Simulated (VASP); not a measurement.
# BN (I-4m2) in VASP: further runs

The runs below take BN through single point, with r2SCAN.

Program: VASP 6.6.1. These are calculated values, not measurements. Logs are shortened: lines on timing, memory, paths and dates and some standing lists are left out, and cuts for length are marked.

**1. The cell of the first run**

It takes space group I-4m2 (No. 119, tetragonal). The conventional cell has a = 2.339 Å, b = 2.339 Å, c = 4.300 Å, α = 90.00°, β = 90.00°, γ = 90.00°. Within 2.1 Å of B (site symmetry -4m2) lie 4 N at 1.59 Å. Within 2.1 Å of N (site symmetry -4m2) lie 4 B at 1.59 Å.

**2. Single point, r2SCAN**

POSCAR

```
BN
1.0
    0.0000000000      1.6536792422      2.1497830149
    1.6536792422      0.0000000000      2.1497830149
    1.6536792422      1.6536792422      0.0000000000
B N
1 1
Direct
    0.0000000000      0.0000000000      0.0000000000
    0.7500000000      0.7500000000      0.7500000000
```

INCAR.step1

```
PREC = Accurate ; ENCUT = 1460
ISMEAR = 0 ; SIGMA = 0.05
LREAL = False ; LASPH = True
NELM = 120 ; NBANDS = 11
GGA = PE ; ALGO = Normal
EDIFF = 1E-5 ; LWAVE = True
LCHARG = False ; GGA_COMPAT = False
```

INCAR.step2

```
PREC = Accurate ; ENCUT = 1460
EDIFF = 1E-6 ; ISMEAR = 0
SIGMA = 0.05 ; LREAL = False
LASPH = True ; NELM = 120
ALGO = Normal ; ISIF = 2
LWAVE = False ; LCHARG = False
METAGGA = R2SCAN ; LMIXTAU = True
NBANDS = 11 ; ISTART = 1
GGA_COMPAT = False
```

KPOINTS

```
regular mesh
0
Gamma
  12 12 12
```

Potentials or basis: VASP PAW PBE potentials, release 64 (B_h, N_h).

Started as:

```sh
cat potpaw_PBE.64/B_h/POTCAR potpaw_PBE.64/N_h/POTCAR > POTCAR
cp INCAR.step1 INCAR
mpirun -np 1 vasp_std > vasp.out
cp INCAR.step2 INCAR
mpirun -np 1 vasp_std > vasp.out
```

OUTCAR:

```text
PREC = Accurate
   ENCUT = 1460
   EDIFF = 1E-6
   ISMEAR = 0
   LREAL = False
   LASPH = True
   NELM = 120
   ISIF = 2
   METAGGA = R2SCAN
   ISTART = 1

 ion  position               nearest neighbor table
   1  0.000  0.000  0.000-
   2  0.750  0.750  0.750-

  LATTYP: Found a body centered tetragonal cell.
 ALAT       =     2.3386556121
 C/A-ratio  =     1.8384776311

  Lattice vectors:

 A1 = (  -1.6536792422,   0.0000000000,   2.1497830149)
 A2 = (   1.6536792422,   0.0000000000,   2.1497830149)
 A3 = (   0.0000000000,   1.6536792422,  -2.1497830149)

Analysis of symmetry for initial positions (statically):
=====================================================================
 Subroutine PRICEL returns:
 Original cell was already a primitive cell.

 Routine SETGRP: Setting up the symmetry group for a
 body centered tetragonal supercell.

 Subroutine GETGRP returns: Found  8 space group operations
 (whereof  8 operations were pure point group operations)
 out of a pool of 16 trial point group operations.

The static configuration has the point symmetry D_2d.

Analysis of symmetry for dynamics (positions and initial velocities):
=====================================================================
 Subroutine PRICEL returns:
 Original cell was already a primitive cell.

 Routine SETGRP: Setting up the symmetry group for a
 body centered tetragonal supercell.

 Subroutine GETGRP returns: Found  8 space group operations
 (whereof  8 operations were pure point group operations)
 out of a pool of 16 trial point group operations.

The dynamic configuration has the point symmetry D_2d.

 Subroutine INISYM returns: Found  8 space group operations
 (whereof  8 operations are pure point group operations),
 and found     1 'primitive' translations

----------------------------------------------------------------------------------------

                                     Primitive cell

  volume of cell :      11.7578

  direct lattice vectors                    reciprocal lattice vectors
     0.000000000  1.653679242  2.149783015    -0.302356096  0.302356096  0.232581612
     1.653679242  0.000000000  2.149783015     0.302356096 -0.302356096  0.232581612
     1.653679242  1.653679242  0.000000000     0.302356096  0.302356096 -0.232581612

  length of vectors
     2.712235618  2.712235618  2.338655612     0.486757254  0.486757254  0.486757254

  position of ions in fractional coordinates (direct lattice)
     0.000000000  0.000000000  0.000000000
     0.750000000  0.750000000  0.750000000

  ion indices of the primitive-cell ions
   primitive index   ion index
                 1           1
                 2           2

----------------------------------------------------------------------------------------

 KPOINTS: regular mesh

Automatic generation of k-mesh.
 Grid dimensions read from file:
 generate k-points for:   12   12   12

 Generating k-lattice:

  Cartesian coordinates                     Fractional coordinates (reciprocal lattice)
    -0.025196341  0.025196341  0.019381801     0.083333333  0.000000000  0.000000000
     0.025196341 -0.025196341  0.019381801     0.000000000  0.083333333  0.000000000
     0.025196341  0.025196341 -0.019381801     0.000000000  0.000000000  0.083333333

  Length of vectors
     0.040563104  0.040563104  0.040563104

  Shift w.r.t. Gamma in fractional coordinates (k-lattice)
     0.000000000  0.000000000  0.000000000

 Subroutine IBZKPT returns following result:
 ===========================================

 Found    163 irreducible k-points:

 Following reciprocal coordinates:
            Coordinates               Weight
  0.000000  0.000000  0.000000      1.000000
  0.083333  0.000000  0.000000      8.000000
  0.166667  0.000000  0.000000      8.000000
  0.250000  0.000000  0.000000      8.000000
  0.333333  0.000000  0.000000      8.000000
  0.416667  0.000000  0.000000      8.000000
[... 16 lines left out ...]
  0.500000  0.166667  0.000000      8.000000
 -0.416667  0.166667  0.000000      8.000000
 [... further k-points ...]
   k-points           NKPTS =    163   k-points in BZ     NKDIM =    163   number of bands    NBANDS=     11
   number of dos      NEDOS =    301   number of ions     NIONS =      2
   total plane-waves  NPLWV =  38880
   dimension x,y,z NGX =    36 NGY =   36 NGZ =   30
   dimension x,y,z NGXF=    72 NGYF=   72 NGZF=   60
   ions per type =               1   1
   NGX,Y,Z   is equivalent  to a cutoff of  22.07, 22.07, 21.33 a.u.
   NGXF,Y,Z  is equivalent  to a cutoff of  44.13, 44.13, 42.65 a.u.
 SYSTEM =  unknown system
   PREC   = accura    normal or accurate (medium, high low for compatibility)
   ISTART =      1    job   : 0-new  1-cont  2-samecut
   ICHARG =      0    charge: 1-file 2-atom 10-const
   ISPIN  =      1    spin polarized calculation?
   LNONCOLLINEAR =      F non collinear calculations
   LSORBIT =      F    spin-orbit coupling
   LASPH  =      T    aspherical Exc in radial PAW
   ENCUT  = 1460.0 eV 107.31 Ry   10.36 a.u.   8.45  8.45  7.29*2*pi/ulx,y,z
   NELM   =    120;   NELMIN=  2; NELMDL=  0     # of ELM steps
   EDIFF  = 0.1E-05   stopping-criterion for ELM
   LREAL  =      F    real-space projection
   EDIFFG = 0.1E-04   stopping-criterion for IOM
   NSW    =      0    number of steps for IOM
   IBRION =     -1    ionic relax: 0-MD 1-quasi-New 2-CG
   NFREE  =      0    steps in history (QN), initial steepest desc. (CG)
   ISIF   =      2    stress and relaxation
   ISYM   =      2    0-nonsym 1-usesym 2-fastsym
   POTIM  = 0.5000    time-step for ionic-motion
   TEBEG  =    0.0;   TEEND  =   0.0 temperature during run
   PSTRESS=    0.0 pullay stress
   NELECT =       8.0000    total number of electrons
   NUPDOWN=      -1.0000    fix difference up-down
   EMIN   =  10.00;   EMAX   =-10.00  energy-range for DOS
   EFERMI =   0.00;   METHOD = LEGACY
   ISMEAR =     0;   SIGMA  =   0.05  broadening in eV -4-tet -1-fermi 0-gaus
   EFERMI_NEDOS =   21; number of points for ismear=-14 and -15
   IALGO  =     38    algorithm
   IMIX   =      4    mixing-type and parameters
     AMIX     =   0.40;   BMIX     =  1.00
     AMIX_MAG =   1.60;   BMIX_MAG =  1.00
  volume/ion in A,a.u.               =       5.88        39.67
  Fermi-wavevector in a.u.,A,eV,Ry     =   1.439889  2.720996 28.208703  2.073281
  Thomas-Fermi vector in A             =   2.558695
   LORBIT       =      0    0 simple, 1 ext, 2 COOP (PROOUT), +10 PAW based schemes
   METAGGA = R2SCAN    functional components
   LHFCALC =     F    Hartree Fock is set to
   AEXX    =    0.0000 exact exchange contribution
   IVDW    =     0    specifies the selected vdW correction
   LEPSILON=     F    determine dielectric tensor
   LRPA    =     F    only Hartree local field effects (RPA)
 non-spin polarized calculation
 Gauss-broadening in eV      SIGMA  =   0.05
  energy-cutoff  :     1460.00
  volume of cell :       11.76
 maximum number of plane-waves:      1525
 NGX is ok and might be reduce to    36

 number of electron       8.0000000 magnetization

 Free energy of the ion-electron system (eV)
  ---------------------------------------------------
  ext. energy  EPLUGINS =         0.00000000
  ---------------------------------------------------
  free energy    TOTEN  =       -17.84272401 eV

  energy without entropy =      -17.84272401  energy(sigma->0) =      -17.84272401

 E-fermi :  10.7642     XC(G=0): -13.8412

 val. band max:       10.5405852922   @ k =  -0.0833   0.0833   0.0000
 cond. band min:      12.9296493206   @ k =   0.5000   0.0000   0.5000
 fundamental gap:      2.3890640284
 Fermi energy:        10.7642354339

 k-point     1 :       0.0000    0.0000    0.0000
  band No.  band energies     occupation
      1     -12.1750      2.00000
      2       6.5654      2.00000
      3      10.4771      2.00000
      4      10.4771      2.00000
      5      18.6665      0.00000
      6      18.6665      0.00000
      7      18.7595      0.00000
      8      20.6137      0.00000
      9      29.7653      0.00000
     10      32.8656      0.00000
     11      35.8900      0.00000

 k-point     2 :       0.0833    0.0000    0.0000
  band No.  band energies     occupation
      1     -11.9912      2.00000
      2       6.2609      2.00000
      3       9.6330      2.00000
      4      10.3984      2.00000
      5      17.9237      0.00000
      6      18.9515      0.00000
      7      19.4089      0.00000
      8      21.4379      0.00000
      9      29.5730      0.00000
     10      34.0125      0.00000
     11      36.2438      0.00000

 k-point     3 :       0.1667    0.0000    0.0000
  band No.  band energies     occupation
      1     -11.4468      2.00000
      2       5.2851      2.00000
      3       7.8736      2.00000
      4      10.2124      2.00000
      5      16.9622      0.00000
      6      19.6994      0.00000
      7      20.5099      0.00000
      8      22.8831      0.00000
      9      29.9113      0.00000
     10      35.2518      0.00000
     11      38.2112      0.00000

 k-point     4 :       0.2500    0.0000    0.0000
  band No.  band energies     occupation
      1     -10.5675      2.00000
      2       3.4395      2.00000
      3       6.4350      2.00000
      4      10.0121      2.00000
      5      16.0861      0.00000
      6      20.6437      0.00000
      7      21.7701      0.00000
      8      24.1717      0.00000
      9      30.9390      0.00000
     10      35.8050      0.00000
     11      37.0932      0.00000

 k-point     5 :       0.3333    0.0000    0.0000
  band No.  band energies     occupation
      1      -9.4228      2.00000
      2       1.1336      2.00000
      3       5.5815      2.00000
      4       9.8600      2.00000
      5      15.4053      0.00000
      6      21.4672      0.00000
      7      22.9982      0.00000
      8      25.0532      0.00000
      9      31.9259      0.00000
     10      36.4443      0.00000
     11      36.5077      0.00000
[... 211 lines left out ...]
 k-point    21 :       0.3333    0.1667    0.0000
  band No.  band energies     occupation
      1     -10.2288      2.00000
      2       2.0309      2.00000
      3       6.0556      2.00000
      4       8.6240      2.00000
      5      19.1890      0.00000
      6      21.3688      0.00000
      7      22.8585      0.00000
      8      24.7662      0.00000
      9      27.8431      0.00000
     10      35.1102      0.00000
     11      41.4663      0.00000

 k-point    22 :       0.4167    0.1667    0.0000
  band No.  band energies     occupation
      1      -9.1518      2.00000
      2       0.8312      2.00000
      3       4.1633      2.00000
      4       8.6437      2.00000
      5      18.5218      0.00000
      6      22.1455      0.00000
      7      23.4480      0.00000
      8      25.9286      0.00000
      9      30.2501      0.00000
     10      34.5699      0.00000
     11      40.3995      0.00000

 k-point    23 :       0.5000    0.1667    0.0000
  band No.  band energies     occupation
      1      -8.0056      2.00000
      2      -0.5138      2.00000
      3       3.0416      2.00000
      4       8.8709      2.00000
      5      18.0230      0.00000
      6      22.8139      0.00000
      7      23.5285      0.00000
      8      26.1819      0.00000
      9      32.3729      0.00000
     10      34.6652      0.00000
     11      39.1519      0.00000

 k-point    24 :      -0.4167    0.1667    0.0000
  band No.  band energies     occupation
      1      -7.3292      2.00000
      2      -1.2879      2.00000
      3       2.6960      2.00000
      4       9.2560      2.00000
      5      17.7038      0.00000
      6      23.1453      0.00000
      7      23.3105      0.00000
      8      25.3504      0.00000
      9      33.5724      0.00000
     10      35.3344      0.00000
     11      37.0165      0.00000

 [... further k-points ...]
[... 5 lines left out ...]
  --------------------------------------------------------------------------------------
  -------------------------------------------------------------------------------------
  Total        5.8061483      5.8061483    -11.1900394      0.0000000      0.0000000     -0.0000000
  in kB      791.1731399    791.1731399  -1524.8075237      0.0000000      0.0000000     -0.0000000
  external PRESSURE =      19.1795854 kB  Pullay stress =       0.0000000 kB

 VOLUME and BASIS-vectors are now :
 -----------------------------------------------------------------------------
  energy-cutoff  :     1460.00
  volume of cell :       11.76
      direct lattice vectors                 reciprocal lattice vectors
     0.000000000  1.653679242  2.149783015    -0.302356096  0.302356096  0.232581612
     1.653679242  0.000000000  2.149783015     0.302356096 -0.302356096  0.232581612
     1.653679242  1.653679242  0.000000000     0.302356096  0.302356096 -0.232581612

 POSITION                                       TOTAL-FORCE (eV/Angst)
 -----------------------------------------------------------------------------------
      0.00000      0.00000      0.00000        -0.000000     -0.000000     -0.000000
      2.48052      2.48052      3.22467         0.000000      0.000000      0.000000
 -----------------------------------------------------------------------------------
    total drift:                               -0.000355     -0.000355     -0.000405

  FREE ENERGIE OF THE ION-ELECTRON SYSTEM (eV)
  ---------------------------------------------------
  free  energy   TOTEN  =       -17.8427240054 eV

  energy  without entropy=      -17.8427240054  energy(sigma->0) =      -17.84272401
```

Wall time 2.8 min (1 thread of Intel Xeon Platinum 8488C (Sapphire Rapids), shared host); peak memory 0.25 GiB.

What came out:

| Property | Result |
| --- | --- |
| Free energy | -17.8427 eV |
| Pressure | 1.9 GPa |
| Band gap on the k mesh | 2.39 eV (least direct gap 5.09 eV) |

Caveat: the stress differs along the axes, from -152 to 79 GPa; the PAW data sets were made with another functional, which shifts forces and pressure a little. A k mesh can miss the band edges.

**3. Single point, r2SCAN**

This run uses another cell than the first one, of the same volume but with other edges.

POSCAR

```
BN
1.0
    0.0000000000      1.9606535414      1.5293097623
    1.9606535414      0.0000000000      1.5293097623
    1.9606535414      1.9606535414      0.0000000000
B N
1 1
Direct
    0.0000000000      0.0000000000      0.0000000000
    0.7500000000      0.7500000000      0.7500000000
```

INCAR.step1

```
SYSTEM = BN
ALGO = Normal ; EDIFF = 1E-5
ENCUT = 1460 ; GGA = PE
GGA_COMPAT = .FALSE. ; ISMEAR = 0
LASPH = .TRUE. ; LCHARG = .FALSE.
LREAL = .FALSE. ; LWAVE = .TRUE.
NBANDS = 11 ; NELM = 120
PREC = Accurate ; SIGMA = 0.05
```

INCAR.step2

```
SYSTEM = BN
ALGO = Normal ; EDIFF = 1E-6
ENCUT = 1460 ; GGA_COMPAT = .FALSE.
ISIF = 2 ; ISMEAR = 0
ISTART = 1 ; LASPH = .TRUE.
LCHARG = .FALSE. ; LMIXTAU = .TRUE.
LREAL = .FALSE. ; LWAVE = .FALSE.
METAGGA = R2SCAN ; NBANDS = 11
NELM = 120 ; PREC = Accurate
SIGMA = 0.05
```

KPOINTS

```
k-points
0
G
  12 12 12
  0 0 0
```

Potentials or basis: VASP PAW PBE potentials, release 64 (B_h, N_h).

Started as:

```sh
cat potpaw_PBE.64/B_h/POTCAR potpaw_PBE.64/N_h/POTCAR > POTCAR
cp INCAR.step1 INCAR
mpirun -np 1 vasp_std > vasp.out
cp INCAR.step2 INCAR
mpirun -np 1 vasp_std > vasp.out
```

Run time: 4 min. Hardware: 1 thread of Intel Xeon Platinum 8259CL at 2.50GHz (Skylake/Cascade Lake), shared host; peak memory 0.25 GiB.

Results (log left out):

| Item | Value |
| --- | --- |
| Free energy | -18.4333 eV |
| Pressure | -2.1 GPa |
| Band gap on the k mesh | 1.78 eV (least direct gap 7.84 eV) |

Stress tensor (GPa, compression positive):
```
-39.59   0.00   0.00
  0.00 -39.59   0.00
  0.00   0.00  72.88
```

Levels at points of the mesh, in eV from the valence-band top:
| k point | band 1 | band 2 | band 3 | band 4 | band 5 | band 6 | band 7 | band 8 | band 9 |
| --- | --- | --- | --- | --- | --- | --- | --- | --- | --- |
| (0.00, 0.00, 0.00) | -22.48 | -1.75 | -1.75 | 0.00 | 7.85 | 9.57 | 9.57 | 9.71 | 21.61 |
| (0.50, 0.00, 0.00) | -17.94 | -12.11 | -4.71 | -1.77 | 6.32 | 8.83 | 13.87 | 15.84 | 23.79 |
| (0.50, 0.50, 0.00) | -14.87 | -8.25 | -8.25 | -7.73 | 1.78 | 4.65 | 18.10 | 18.10 | 23.94 |
| (0.50, 0.00, 0.50) | -17.54 | -11.65 | -4.73 | -4.54 | 5.82 | 11.23 | 14.72 | 16.88 | 18.43 |

Caveat: the stress differs along the axes, from -40 to 73 GPa; the PAW data sets were made with another functional, which shifts forces and pressure a little.

**4. Single point, r2SCAN**

This run uses another cell than the first one, of the same volume but with other edges.

POSCAR

```
BN
1.0
    0.0000000000      1.8556801262      1.7072257161
    1.8556801262      0.0000000000      1.7072257161
    1.8556801262      1.8556801262      0.0000000000
B N
1 1
Direct
    0.0000000000      0.0000000000      0.0000000000
    0.7500000000      0.7500000000      0.7500000000
```

INCAR.step1

```
SYSTEM = BN
PREC     = Accurate       ! precision mode
ENCUT    = 1460           ! plane-wave cutoff, eV
ISMEAR   = 0              ! smearing method
SIGMA    = 0.05           ! smearing width, eV
LREAL    = .False.        ! projectors in reciprocal space
LASPH    = .True.         ! aspherical terms in the spheres
NELM     = 120            ! most SCF steps
NBANDS   = 11             ! bands
GGA      = PE             ! functional
ALGO     = Normal         ! electronic algorithm
EDIFF    = 1E-5           ! SCF threshold, eV
LWAVE    = .True.         ! write WAVECAR
LCHARG   = .False.        ! write CHGCAR
GGA_COMPAT= .False.
```

INCAR.step2

```
SYSTEM = BN
PREC     = Accurate       ! precision mode
ENCUT    = 1460           ! plane-wave cutoff, eV
EDIFF    = 1E-6           ! SCF threshold, eV
ISMEAR   = 0              ! smearing method
SIGMA    = 0.05           ! smearing width, eV
LREAL    = .False.        ! projectors in reciprocal space
LASPH    = .True.         ! aspherical terms in the spheres
NELM     = 120            ! most SCF steps
ALGO     = Normal         ! electronic algorithm
ISIF     = 2              ! what is computed and relaxed
LWAVE    = .False.        ! write WAVECAR
LCHARG   = .False.        ! write CHGCAR
METAGGA  = R2SCAN         ! meta-GGA
LMIXTAU  = .True.       
NBANDS   = 11             ! bands
ISTART   = 1            
GGA_COMPAT= .False.
```

KPOINTS

```
Automatic mesh
0
Gamma
  12 12 12
  0 0 0
```

Started as:

```sh
cat potpaw_PBE.64/B_h/POTCAR potpaw_PBE.64/N_h/POTCAR > POTCAR
cp INCAR.step1 INCAR
mpirun -np 1 vasp_std > vasp.out
cp INCAR.step2 INCAR
mpirun -np 1 vasp_std > vasp.out
```

It took 3.8 min on 1 thread of Intel Xeon Platinum 8259CL at 2.50GHz (Skylake/Cascade Lake), shared host; peak memory 0.25 GiB.

It converged, with:

```
Free energy            : -19.1021 eV
Pressure               : -0.5 GPa
Band gap on the k mesh : 3.60 eV (least direct gap 8.75 eV)
```

Stress tensor (GPa, compression positive):
```
-16.48   0.00   0.00
  0.00 -16.48   0.00
  0.00   0.00  31.38
```

Levels at points of the mesh, in eV from the valence-band top:
| k point | band 1 | band 2 | band 3 | band 4 | band 5 | band 6 | band 7 | band 8 | band 9 |
| --- | --- | --- | --- | --- | --- | --- | --- | --- | --- |
| (0.00, 0.00, 0.00) | -21.82 | -0.73 | -0.73 | 0.00 | 8.75 | 9.35 | 9.35 | 10.62 | 25.80 |
| (0.50, 0.00, 0.00) | -17.48 | -11.58 | -3.12 | -1.88 | 9.32 | 10.52 | 12.52 | 16.04 | 24.25 |
| (0.50, 0.50, 0.00) | -15.42 | -8.97 | -6.34 | -6.34 | 3.60 | 8.00 | 18.94 | 18.94 | 22.91 |
| (0.50, 0.00, 0.50) | -16.38 | -10.23 | -5.18 | -5.12 | 5.06 | 10.09 | 17.91 | 19.09 | 21.06 |

Caveat: the stress differs along the axes, from -16 to 31 GPa; the PAW data sets were made with another functional, which shifts forces and pressure a little. A k mesh can miss the band edges.

(Part 1 of 2 ends here.)
